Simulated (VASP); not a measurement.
# Cs (P6/mmm) in VASP: further runs, part 2 of 2

VASP 6.6.1. The steps go on from the part before.

**5. Single point, PBE**

This run uses another cell than the first one, of 117.52 Å³/atom.

Contents of INCAR:

```
SYSTEM = Cs
PREC = Accurate ; ENCUT = 520
EDIFF = 1E-6 ; ISMEAR = -1
SIGMA = 0.1 ; LREAL = .False.
LASPH = .True. ; NELM = 100
ALGO = Normal ; ISIF = 2
LWAVE = .False. ; LCHARG = .False.
GGA = PE ; NBANDS = 20
```

Contents of KPOINTS:

```
Automatic mesh
0
Gamma
  5 5 6
  0 0 0
```

Contents of POSCAR:

```
Cs
1.0
    8.7833180656      0.0000000000      0.0000000000
   -4.3916590328      7.6065765743      0.0000000000
    0.0000000000      0.0000000000      5.2769070727
Cs
3
Direct
    1.0000000000      1.0000000000      0.0000000000
    0.3333333333      0.6666666667      0.5000000000
    0.6666666667      0.3333333333      0.5000000000
```

Potentials or basis: VASP PAW PBE potentials, release 64 (Cs_sv).

Command:

```
$ cat potpaw_PBE.64/Cs_sv/POTCAR > POTCAR
$ mpirun -np 1 vasp_std > vasp.out
```

OUTCAR:

```text
SYSTEM = Cs
   PREC = Accurate
   ENCUT = 520
   EDIFF = 1E-6
   ISMEAR = -1
   LREAL = .False.
   LASPH = .True.
   NELM = 100
   ISIF = 2
   GGA = PE

 ion  position               nearest neighbor table
   1  0.000  0.000  0.000-
   2  0.333  0.667  0.500-
   3  0.667  0.333  0.500-

  LATTYP: Found a hexagonal cell.
 ALAT       =     8.7833180656
 C/A-ratio  =     0.6007874283

  Lattice vectors:

 A1 = (   8.7833180656,   0.0000000000,   0.0000000000)
 A2 = (  -4.3916590328,   7.6065765743,   0.0000000000)
 A3 = (   0.0000000000,   0.0000000000,   5.2769070727)

Analysis of symmetry for initial positions (statically):
=====================================================================
 Subroutine PRICEL returns:
 Original cell was already a primitive cell.

 Routine SETGRP: Setting up the symmetry group for a
 hexagonal supercell.

 Subroutine GETGRP returns: Found 24 space group operations
 (whereof 24 operations were pure point group operations)
 out of a pool of 24 trial point group operations.

The static configuration has the point symmetry D_6h.

Analysis of symmetry for dynamics (positions and initial velocities):
=====================================================================
 Subroutine PRICEL returns:
 Original cell was already a primitive cell.

 Routine SETGRP: Setting up the symmetry group for a
 hexagonal supercell.

 Subroutine GETGRP returns: Found 24 space group operations
 (whereof 24 operations were pure point group operations)
 out of a pool of 24 trial point group operations.

The dynamic configuration has the point symmetry D_6h.

 Subroutine INISYM returns: Found 24 space group operations
 (whereof 24 operations are pure point group operations),
[... 105 lines left out ...]
   NUPDOWN=      -1.0000    fix difference up-down
   EMIN   =  10.00;   EMAX   =-10.00  energy-range for DOS
   EFERMI =   0.00;   METHOD = LEGACY
   ISMEAR =    -1;   SIGMA  =   0.10  broadening in eV -4-tet -1-fermi 0-gaus
   EFERMI_NEDOS =   21; number of points for ismear=-14 and -15
   IALGO  =     38    algorithm
   IMIX   =      4    mixing-type and parameters
     AMIX     =   0.40;   BMIX     =  1.00
     AMIX_MAG =   1.60;   BMIX_MAG =  1.00
  volume/ion in A,a.u.               =     117.52       793.05
  Fermi-wavevector in a.u.,A,eV,Ry     =   0.695217  1.313769  6.576057  0.483327
  Thomas-Fermi vector in A             =   1.777928
   LORBIT       =      0    0 simple, 1 ext, 2 COOP (PROOUT), +10 PAW based schemes
   GGA     = PE    functional components
   LHFCALC =     F    Hartree Fock is set to
   AEXX    =    0.0000 exact exchange contribution
   IVDW    =     0    specifies the selected vdW correction
   LEPSILON=     F    determine dielectric tensor
   LRPA    =     F    only Hartree local field effects (RPA)
 non-spin polarized calculation
  energy-cutoff  :      520.00
  volume of cell :      352.56
 maximum number of plane-waves:      9560
 NGX is ok and might be reduce to    70
   NGX = 33   NGY = 33   NGZ = 19

 number of electron      26.9999997 magnetization

 Free energy of the ion-electron system (eV)
  ---------------------------------------------------
  ext. energy  EPLUGINS =         0.00000000
  ---------------------------------------------------
  free energy    TOTEN  =        -2.58661658 eV

  energy without entropy =       -2.45807971  energy(sigma->0) =       -2.52234815

 E-fermi :   0.3983     XC(G=0):  -5.3508

 val. band max:        0.3094664817   @ k =   0.4000   0.2000   0.1667
 cond. band min:       0.4175134178   @ k =   0.2000   0.2000   0.1667
 fundamental gap:      0.1080469361
 Fermi energy:         0.3982793006

 k-point     1 :       0.0000    0.0000    0.0000
  band No.  band energies     occupation
      1     -23.5037      2.00000
      2     -23.4953      2.00000
      3     -23.4161      2.00000
      4     -10.3594      2.00000
      5     -10.3594      2.00000
      6     -10.2804      2.00000
[... 449 lines left out ...]
     19       2.0538      0.00000
     20       2.3334      0.00000

------------------------ aborting loop because EDIFF is reached ----------------------------------------

  FORCE on cell =-STRESS in cart. coord.  units (eV):
  Direction    XX          YY          ZZ          XY          YZ          ZX
  --------------------------------------------------------------------------------------
  -------------------------------------------------------------------------------------
  Total        0.0166630      0.0166630     -0.0311546      0.0000000     -0.0000000      0.0000000
  in kB        0.0757246      0.0757246     -0.1415810      0.0000000     -0.0000000      0.0000000
  external PRESSURE =       0.0032894 kB  Pullay stress =       0.0000000 kB

 VOLUME and BASIS-vectors are now :
 -----------------------------------------------------------------------------
  energy-cutoff  :      520.00
  volume of cell :      352.56
      direct lattice vectors                 reciprocal lattice vectors
     8.783318066  0.000000000  0.000000000     0.113852190  0.065732593  0.000000000
    -4.391659033  7.606576574  0.000000000     0.000000000  0.131465185  0.000000000
     0.000000000  0.000000000  5.276907073     0.000000000  0.000000000  0.189504948

 POSITION                                       TOTAL-FORCE (eV/Angst)
 -----------------------------------------------------------------------------------
      0.00000      0.00000      0.00000         0.000000      0.000000      0.000000
     -0.00000      5.07105      2.63845         0.000000      0.000000      0.000000
      4.39166      2.53553      2.63845        -0.000000      0.000000      0.000000
 -----------------------------------------------------------------------------------
    total drift:                                0.000000     -0.000000     -0.000000

  FREE ENERGIE OF THE ION-ELECTRON SYSTEM (eV)
  ---------------------------------------------------
  free  energy   TOTEN  =        -2.5866165793 eV

  energy  without entropy=       -2.4580797136  energy(sigma->0) =       -2.52234815
```

OSZICAR:

```text
N       E                     dE             d eps       ncg     rms          rms(c)
DAV:   1     0.208172282697E+03    0.20817E+03   -0.87837E+03   800   0.971E+02
DAV:   2     0.287940567539E+02   -0.17938E+03   -0.17621E+03  1072   0.171E+02
DAV:   3    -0.191736073995E+01   -0.30711E+02   -0.30639E+02   952   0.744E+01
DAV:   4    -0.257583206462E+01   -0.65847E+00   -0.65792E+00   960   0.144E+01
DAV:   5    -0.258216235441E+01   -0.63303E-02   -0.63283E-02  1132   0.130E+00    0.228E-01
DAV:   6    -0.258359240288E+01   -0.14300E-02   -0.45217E-03  1048   0.305E-01    0.157E-01
DAV:   7    -0.258625624757E+01   -0.26638E-02   -0.97449E-03   968   0.444E-01    0.638E-02
DAV:   8    -0.258660946915E+01   -0.35322E-03   -0.63144E-04  1060   0.115E-01    0.126E-02
DAV:   9    -0.258661609373E+01   -0.66246E-05   -0.28060E-05  1040   0.226E-02    0.580E-03
DAV:  10    -0.258661657930E+01   -0.48557E-06   -0.39100E-06   784   0.770E-03
   1 F= -.25866166E+01 E0= -.25223481E+01  d E =-.128537E+00
```

It took 68 s on 1 thread of AMD EPYC 9R45 (Zen 5), shared host; peak memory 0.42 GiB.

What came out:

| Property | Result |
| --- | --- |
| Free energy | -2.5866 eV |
| Pressure | 0.0 GPa |
| Band gap on the k mesh | zero (an odd number of electrons rules out a gap without spin polarisation) |

Caveat: spin-orbit coupling is left out, which moves the levels of the heavy elements.

**6. Overview**

```tsv
cell	k mesh	gap on the mesh (eV)	pressure (GPa)
a = 8.899, b = 8.899, c = 5.346 Å, angles 90.0, 90.0, 120.0°, 3 atoms	6 × 6 × 8	none	-0.1
a = 9.012, b = 9.012, c = 5.414 Å, angles 90.0, 90.0, 120.0°, 3 atoms	6 × 6 × 8	none	-0.1
a = 9.121, b = 9.121, c = 5.480 Å, angles 90.0, 90.0, 120.0°, 3 atoms	6 × 6 × 8	none	-0.2
a = 8.783, b = 8.783, c = 5.277 Å, angles 90.0, 90.0, 120.0°, 3 atoms	5 × 5 × 6	none	0.0
```

Alike in all rows: task single point; level PBE; potentials or basis VASP PAW PBE potentials, release 64 (Cs_sv); no spin polarisation; cutoff (eV) 520; smearing fermi-dirac 0.1 eV.

Caveats: spin-orbit coupling is left out, which moves the levels of the heavy elements.

Absolute energies hang on the potentials; compare differences alone.
